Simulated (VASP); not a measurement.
**Ga3Se: single point with PBEsol+D3(BJ)**

Ga3Se:

```
Ga Se
1.0
     4.22492    0.00000    0.00000
     0.00000    4.22492    0.00000
     0.00000    0.00000    4.22492
Ga Se
3 1
Direct
  0.00000 0.50000 0.50000
  0.50000 0.00000 0.50000
  0.50000 0.50000 0.00000
  0.00000 0.02367 0.00000
```

This cell differs from its parent crystal: atom 4 (Se) moved +0.100 Å along Cartesian [0 1 0].

```json
{
 "Program": "VASP 6.6.1",
 "Task": "single point",
 "Functional": "PBEsol",
 "Dispersion": "D3(BJ)",
 "Potentials or basis": "VASP PAW PBE potentials, release 64 (Ga_d, Se)",
 "Cutoff": "520 eV",
 "k mesh": "12 × 12 × 12",
 "Occupations": "gaussian, width 0.15 eV",
 "Spin": "no spin polarisation",
 "Dipole correction": "no",
 "Further INCAR settings": "ALGO = Normal; EDIFF = 1e-07; NBANDS = 30"
}
```

```
Pressure                   : 0.3 GPa
Largest force              : 0.130 eV/Å
Band gap on the k mesh     : zero (an odd number of electrons rules out a gap without spin polarisation)
Dispersion energy per atom : -0.324 eV
```

Forces on the atoms (eV/Å):
```
Ga   0.000  0.120  0.000
Ga   0.000 -0.130  0.000
Ga   0.000  0.120  0.000
Se   0.000 -0.110  0.000
```

Stress tensor (GPa, compression positive):
```
0.34 0.00 0.00
0.00 0.20 0.00
0.00 0.00 0.34
```

Levels at points of the mesh, in eV from the Fermi level:
```csv
k point,band 20,band 21,band 22,band 23,band 24,band 25
"(0.00, 0.00, 0.00)",-4.44,-2.69,-2.66,1.78,1.78,1.78
"(0.50, 0.00, 0.00)",-3.30,-1.69,-1.27,-0.57,-0.48,0.82
"(0.00, 0.50, 0.00)",-3.33,-1.69,-1.20,-0.55,-0.55,0.83
"(0.50, 0.50, 0.00)",-2.56,-1.01,-0.45,-0.43,1.51,1.54
"(0.50, 0.00, 0.50)",-2.59,-0.92,-0.45,-0.45,1.53,1.53
"(0.50, 0.50, 0.50)",-5.26,-5.18,-5.18,-4.12,4.62,4.62
```

Wall time 120 s on 1 thread of Intel(R) Xeon(R) 6975P-C (Granite Rapids) (shared host), peak memory 0.46 GiB.

Caveat: the cell differs from its parent crystal (atom 4 (Se) moved +0.100 Å along Cartesian [0 1 0]); the PAW data sets were made with another functional, which shifts forces and pressure a little.
